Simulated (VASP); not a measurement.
# TiSe2 (P-3m1) in VASP: relaxation of cell and atoms with r2SCAN

Aim: the relaxation of cell and atoms of TiSe2 with r2SCAN.

All numbers are computed with VASP 6.6.1; they aren't measurements. Logs are shortened: lines on timing, memory, paths and dates and some standing lists are left out, and cuts for length are marked.

**1. The cell of the first run**

The structure is trigonal, space group P-3m1 (No. 164). Conventional cell: a = 3.557 Å, b = 3.557 Å, c = 6.348 Å, α = 90.00°, β = 90.00°, γ = 120.00°. Ti (site symmetry -3m) has 6 Se at 2.56 Å within 3.4 Å. Within 3.4 Å of Se (site symmetry 3m) lie 3 Ti at 2.56 Å.

**2. Relaxation of cell and atoms, r2SCAN**

File POSCAR:

```
TiSe2
1.0
    3.5565669337      0.0000000000      0.0000000000
   -1.7782834669      3.0800773149      0.0000000000
    0.0000000000      0.0000000000      6.3476258600
Ti Se
1 2
Direct
    0.0000000000      0.0000000000      0.0000000000
    0.3333333300      0.6666666700      0.2399278400
    0.6666666700      0.3333333300      0.7600721600
```

File INCAR.step1:

```
SYSTEM = TiSe2
ALGO = Normal
EDIFF = 1E-5
EDIFFG = -0.005
ENCUT = 550
GGA = PE
GGA_COMPAT = .FALSE.
IBRION = 2
ISIF = 3
ISMEAR = 0
KPAR = 4
LASPH = .TRUE.
LCHARG = .FALSE.
LREAL = .FALSE.
LWAVE = .TRUE.
NELM = 120
NELMIN = 4
NSW = 100
PREC = Accurate
SIGMA = 0.1
```

File INCAR.step2:

```
SYSTEM = TiSe2
ALGO = Normal
EDIFF = 1E-7
EDIFFG = -0.01
ENCUT = 550
GGA_COMPAT = .FALSE.
IBRION = 2
ISIF = 3
ISMEAR = 0
ISTART = 1
KPAR = 4
LASPH = .TRUE.
LCHARG = .FALSE.
LMIXTAU = .TRUE.
LREAL = .FALSE.
LWAVE = .FALSE.
METAGGA = R2SCAN
NELM = 120
NELMIN = 4
NSW = 100
PREC = Accurate
SIGMA = 0.1
```

File KPOINTS:

```
k-points
0
G
  18 18 8
  0 0 0
```

Potentials or basis: VASP PAW PBE potentials, release 64 (Ti_sv, Se).

Launch:

```bash
> cat potpaw_PBE.64/Ti_sv/POTCAR potpaw_PBE.64/Se/POTCAR > POTCAR
> cp INCAR.step1 INCAR
> mpirun -np 4 vasp_std > vasp.out
> cp INCAR.step2 INCAR
> mpirun -np 4 vasp_std > vasp.out
```

OUTCAR:

```text
SYSTEM = TiSe2
   EDIFF = 1E-7
   EDIFFG = -0.01
   ENCUT = 550
   IBRION = 2
   ISIF = 3
   ISMEAR = 0
   ISTART = 1
   LASPH = .TRUE.
   LREAL = .FALSE.
   METAGGA = R2SCAN
   NELM = 120
   NELMIN = 4
   NSW = 100
   PREC = Accurate

 ion  position               nearest neighbor table
   1  0.000  0.000  0.000-   2 2.56   3 2.56   3 2.56   2 2.56   3 2.56   2 2.56
   2  0.333  0.667  0.240-   1 2.56   1 2.56   1 2.56
   3  0.667  0.333  0.760-   1 2.56   1 2.56   1 2.56

  LATTYP: Found a hexagonal cell.
 ALAT       =     3.5565669337
 C/A-ratio  =     1.7847620974

  Lattice vectors:

 A1 = (   3.5565669337,   0.0000000000,   0.0000000000)
 A2 = (  -1.7782834669,   3.0800773149,   0.0000000000)
 A3 = (   0.0000000000,   0.0000000000,   6.3476258600)

Analysis of symmetry for initial positions (statically):
=====================================================================
 Subroutine PRICEL returns:
 Original cell was already a primitive cell.

 Routine SETGRP: Setting up the symmetry group for a
 hexagonal supercell.

 Subroutine GETGRP returns: Found 12 space group operations
 (whereof 12 operations were pure point group operations)
 out of a pool of 24 trial point group operations.

The static configuration has the point symmetry D_3d.

Analysis of symmetry for dynamics (positions and initial velocities):
=====================================================================
 Subroutine PRICEL returns:
 Original cell was already a primitive cell.

 Routine SETGRP: Setting up the symmetry group for a
 hexagonal supercell.

 Subroutine GETGRP returns: Found 12 space group operations
 (whereof 12 operations were pure point group operations)
 out of a pool of 24 trial point group operations.

The dynamic configuration has the point symmetry D_3d.

 Subroutine INISYM returns: Found 12 space group operations
 (whereof 12 operations are pure point group operations),
 and found     1 'primitive' translations

----------------------------------------------------------------------------------------

                                     Primitive cell

  volume of cell :      69.5351

  direct lattice vectors                    reciprocal lattice vectors
     3.556566934  0.000000000  0.000000000     0.281170021  0.162333587  0.000000000
    -1.778283467  3.080077315  0.000000000     0.000000000  0.324667175  0.000000000
     0.000000000  0.000000000  6.347625860     0.000000000  0.000000000  0.157539216

  length of vectors
     3.556566934  3.556566934  6.347625860     0.324667175  0.324667175  0.157539216

  position of ions in fractional coordinates (direct lattice)
     0.000000000  0.000000000  0.000000000
     0.333333330  0.666666670  0.239927840
     0.666666670  0.333333330  0.760072160

  ion indices of the primitive-cell ions
   primitive index   ion index
                 1           1
                 2           2
                 3           3

----------------------------------------------------------------------------------------

 KPOINTS: k-points

Automatic generation of k-mesh.
 Grid dimensions read from file:
 generate k-points for:   18   18    8

 Generating k-lattice:

  Cartesian coordinates                     Fractional coordinates (reciprocal lattice)
     0.015620557  0.009018533  0.000000000     0.055555556 -0.000000000  0.000000000
     0.000000000  0.018037065  0.000000000     0.000000000  0.055555556  0.000000000
     0.000000000  0.000000000  0.019692402     0.000000000  0.000000000  0.125000000

  Length of vectors
     0.018037065  0.018037065  0.019692402

  Shift w.r.t. Gamma in fractional coordinates (k-lattice)
     0.000000000  0.000000000  0.000000000

 Subroutine IBZKPT returns following result:
 ===========================================

 Found    266 irreducible k-points:

 Following reciprocal coordinates:
            Coordinates               Weight
  0.000000  0.000000  0.000000      1.000000
  0.055556  0.000000  0.000000      6.000000
  0.111111  0.000000  0.000000      6.000000
  0.166667  0.000000  0.000000      6.000000
  0.222222  0.000000  0.000000      6.000000
  0.277778  0.000000  0.000000      6.000000
[... 16 lines left out ...]
  0.333333  0.111111  0.000000     12.000000
  0.388889  0.111111  0.000000     12.000000
 [... further k-points ...]
   k-points           NKPTS =    266   k-points in BZ     NKDIM =    266   number of bands    NBANDS=     16
   number of dos      NEDOS =    301   number of ions     NIONS =      3
   total plane-waves  NPLWV =  39200
   dimension x,y,z NGX =    28 NGY =   28 NGZ =   50
   dimension x,y,z NGXF=    56 NGYF=   56 NGZF=  100
   ions per type =               1   2
   NGX,Y,Z   is equivalent  to a cutoff of  13.09, 13.09, 13.10 a.u.
   NGXF,Y,Z  is equivalent  to a cutoff of  26.18, 26.18, 26.19 a.u.
 SYSTEM =  TiSe2
   PREC   = accura    normal or accurate (medium, high low for compatibility)
   ISTART =      1    job   : 0-new  1-cont  2-samecut
   ICHARG =      0    charge: 1-file 2-atom 10-const
   ISPIN  =      1    spin polarized calculation?
   LNONCOLLINEAR =      F non collinear calculations
   LSORBIT =      F    spin-orbit coupling
   LASPH  =      T    aspherical Exc in radial PAW
   ENCUT  =  550.0 eV  40.42 Ry    6.36 a.u.   6.80  6.80 12.14*2*pi/ulx,y,z
   NELM   =    120;   NELMIN=  4; NELMDL=  0     # of ELM steps
   EDIFF  = 0.1E-06   stopping-criterion for ELM
   LREAL  =      F    real-space projection
   EDIFFG = -.1E-01   stopping-criterion for IOM
   NSW    =    100    number of steps for IOM
   IBRION =      2    ionic relax: 0-MD 1-quasi-New 2-CG
   NFREE  =      1    steps in history (QN), initial steepest desc. (CG)
   ISIF   =      3    stress and relaxation
   ISYM   =      2    0-nonsym 1-usesym 2-fastsym
   POTIM  = 0.5000    time-step for ionic-motion
   TEBEG  =    0.0;   TEEND  =   0.0 temperature during run
   PSTRESS=    0.0 pullay stress
   NELECT =      24.0000    total number of electrons
   NUPDOWN=      -1.0000    fix difference up-down
   EMIN   =  10.00;   EMAX   =-10.00  energy-range for DOS
   EFERMI =   0.00;   METHOD = LEGACY
   ISMEAR =     0;   SIGMA  =   0.10  broadening in eV -4-tet -1-fermi 0-gaus
   EFERMI_NEDOS =   21; number of points for ismear=-14 and -15
   IALGO  =     38    algorithm
   IMIX   =      4    mixing-type and parameters
     AMIX     =   0.40;   BMIX     =  1.00
     AMIX_MAG =   1.60;   BMIX_MAG =  1.00
  volume/ion in A,a.u.               =      23.18       156.42
  Fermi-wavevector in a.u.,A,eV,Ry     =   1.148358  2.170082 17.942355  1.318726
  Thomas-Fermi vector in A             =   2.285033
   LORBIT       =      0    0 simple, 1 ext, 2 COOP (PROOUT), +10 PAW based schemes
   METAGGA = R2SCAN    functional components
   LHFCALC =     F    Hartree Fock is set to
   AEXX    =    0.0000 exact exchange contribution
   IVDW    =     0    specifies the selected vdW correction
   LEPSILON=     F    determine dielectric tensor
   LRPA    =     F    only Hartree local field effects (RPA)
 conjugate gradient relaxation of ions
 non-spin polarized calculation
 Gauss-broadening in eV      SIGMA  =   0.10
  energy-cutoff  :      550.00
  volume of cell :       69.54
 maximum number of plane-waves:      2055
   NGX = 13   NGY = 13   NGZ = 25

--------------------------------------- Ionic step        1  -------------------------------------------

 number of electron      23.9999998 magnetization

 Free energy of the ion-electron system (eV)
  ---------------------------------------------------
  ext. energy  EPLUGINS =         0.00000000
  ---------------------------------------------------
  free energy    TOTEN  =       -45.49328515 eV

  energy without entropy =      -45.49122501  energy(sigma->0) =      -45.49225508

------------------------ aborting loop because EDIFF is reached ----------------------------------------

  FORCE on cell =-STRESS in cart. coord.  units (eV):
  Direction    XX          YY          ZZ          XY          YZ          ZX
  --------------------------------------------------------------------------------------
  -------------------------------------------------------------------------------------
  Total        0.1104525      0.1104525     -0.0921761     -0.0000000     -0.0000000     -0.0000000
  in kB        2.5449673      2.5449673     -2.1238560     -0.0000000     -0.0000000     -0.0000000
  external PRESSURE =       0.9886929 kB  Pullay stress =       0.0000000 kB

 VOLUME and BASIS-vectors are now :
 -----------------------------------------------------------------------------
  energy-cutoff  :      550.00
  volume of cell :       69.54
      direct lattice vectors                 reciprocal lattice vectors
     3.556566934  0.000000000  0.000000000     0.281170021  0.162333587  0.000000000
    -1.778283467  3.080077315  0.000000000     0.000000000  0.324667175  0.000000000
     0.000000000  0.000000000  6.347625860     0.000000000  0.000000000  0.157539216
[... 112 lines left out ...]
 POSITION                                       TOTAL-FORCE (eV/Angst)
 -----------------------------------------------------------------------------------
      3.56530     -0.00000     -0.00000         0.000000     -0.000000      0.000000
     -0.00000      2.05843      1.51553        -0.000000     -0.000000      0.021843
      1.78265      1.02921      4.80991         0.000000      0.000000     -0.021843
 -----------------------------------------------------------------------------------
    total drift:                               -0.000000     -0.000000     -0.000000

  FREE ENERGIE OF THE ION-ELECTRON SYSTEM (eV)
  ---------------------------------------------------
  free  energy   TOTEN  =       -45.4937214249 eV

  energy  without entropy=      -45.4919423592  energy(sigma->0) =      -45.49283189

--------------------------------------- Ionic step        5  -------------------------------------------

 number of electron      23.9999997 magnetization

 Free energy of the ion-electron system (eV)
  ---------------------------------------------------
  ext. energy  EPLUGINS =         0.00000000
  ---------------------------------------------------
  free energy    TOTEN  =       -45.49374332 eV

  energy without entropy =      -45.49194661  energy(sigma->0) =      -45.49284497

 E-fermi :   4.0170     XC(G=0): -10.0727

 val. band max:        4.0155245513   @ k =   0.4444   0.0000   0.5000
 cond. band min:       4.0232479066   @ k =   0.5000  -0.0000   0.3750
 fundamental gap:      0.0077233553
 Fermi energy:         4.0170075099

 k-point     1 :       0.0000    0.0000    0.0000
  band No.  band energies     occupation
      1     -56.2511      2.00000
      2     -31.4234      2.00000
      3     -31.4104      2.00000
      4     -31.4104      2.00000
      5     -10.4094      2.00000
      6      -9.1322      2.00000
[... 8 lines left out ...]
     15       4.8079      0.00000
     16       7.4161      0.00000
[... 419 lines left out ...]
 k-point    24 :       0.3889    0.1111    0.0000
  band No.  band energies     occupation
      1     -56.2443      2.00000
      2     -31.4877      2.00000
      3     -31.4346      2.00000
      4     -31.4049      2.00000
      5      -8.9584      2.00000
      6      -8.7858      2.00000
[... 8 lines left out ...]
     15       5.7146      0.00000
     16       6.9676      0.00000

 [... further k-points ...]

------------------------ aborting loop because EDIFF is reached ----------------------------------------

  FORCE on cell =-STRESS in cart. coord.  units (eV):
  Direction    XX          YY          ZZ          XY          YZ          ZX
  --------------------------------------------------------------------------------------
  -------------------------------------------------------------------------------------
  Total        0.0043530      0.0043530     -0.0033533     -0.0000000     -0.0000000     -0.0000000
  in kB        0.1000807      0.1000807     -0.0770951     -0.0000000     -0.0000000     -0.0000000
  external PRESSURE =       0.0410221 kB  Pullay stress =       0.0000000 kB

 VOLUME and BASIS-vectors are now :
 -----------------------------------------------------------------------------
  energy-cutoff  :      550.00
  volume of cell :       69.69
      direct lattice vectors                 reciprocal lattice vectors
     3.565639317 -0.000000000 -0.000000000     0.280454614  0.161920547  0.000000000
    -1.782819659  3.087934229  0.000000000     0.000000000  0.323841094  0.000000000
    -0.000000000 -0.000000000  6.329160062     0.000000000 -0.000000000  0.157998848

 POSITION                                       TOTAL-FORCE (eV/Angst)
 -----------------------------------------------------------------------------------
     -0.00000      0.00000      0.00000        -0.000000      0.000000      0.000000
     -0.00000      2.05862      1.51674        -0.000000     -0.000000      0.007239
      1.78282      1.02931      4.81242         0.000000      0.000000     -0.007239
 -----------------------------------------------------------------------------------
    total drift:                               -0.000000     -0.000000      0.000000

  FREE ENERGIE OF THE ION-ELECTRON SYSTEM (eV)
  ---------------------------------------------------
  free  energy   TOTEN  =       -45.4937433223 eV

  energy  without entropy=      -45.4919466123  energy(sigma->0) =      -45.49284497

 reached required accuracy - stopping structural energy minimisation
```

It took 15 min on 4 MPI ranks of Intel Xeon 6975P-C (Granite Rapids), shared host; peak memory 0.48 GiB.

Results:

```
Free energy                           : -45.4937 eV
Relaxed volume                        : 23.23 Å³/atom
Relaxed cell                          : a = 3.566 Å, b = 3.566 Å, c = 6.329 Å, α = 90.00°, β = 90.00°, γ = 120.00°
Space group after relaxing (to 0.1 Å) : P-3m1 (No. 164)
Energy gained by relaxing             : 0.2 meV/atom
Ionic steps                           : 5
Pressure after relaxing               : 0.0 GPa
Largest force after relaxing          : 0.007 eV/Å
Band gap on the k mesh                : zero (bands 12 and 13 overlap by 0.26 eV)
```

Forces in eV/Å, atoms in the order of the input:
```
Ti   0.000  0.000  0.000
Se   0.000  0.000  0.007
Se   0.000  0.000 -0.007
```

Step by step:
| step | energy change (eV) | largest force (eV/Å) | pressure (GPa) | volume (Å³) |
| --- | --- | --- | --- | --- |
| 1 | 0.0000 | 0.0199 | 0.10 | 69.54 |
| 2 | -0.0004 | 0.0132 | -0.03 | 69.68 |
| 3 | -0.0004 | 0.0098 | -0.09 | 69.75 |
| 4 | -0.0004 | 0.0218 | 0.08 | 69.63 |
| 5 | -0.0005 | 0.0072 | 0.00 | 69.69 |

Final structure:
```
Ti Se
1.0
     3.56564    0.00000    0.00000
    -1.78282    3.08793    0.00000
     0.00000    0.00000    6.32916
Ti Se
1 2
Direct
  0.00000 0.00000 0.00000
  0.33333 0.66667 0.23964
  0.66667 0.33333 0.76036
```

Caveat: the PAW data sets were made with another functional, which shifts forces and pressure a little.
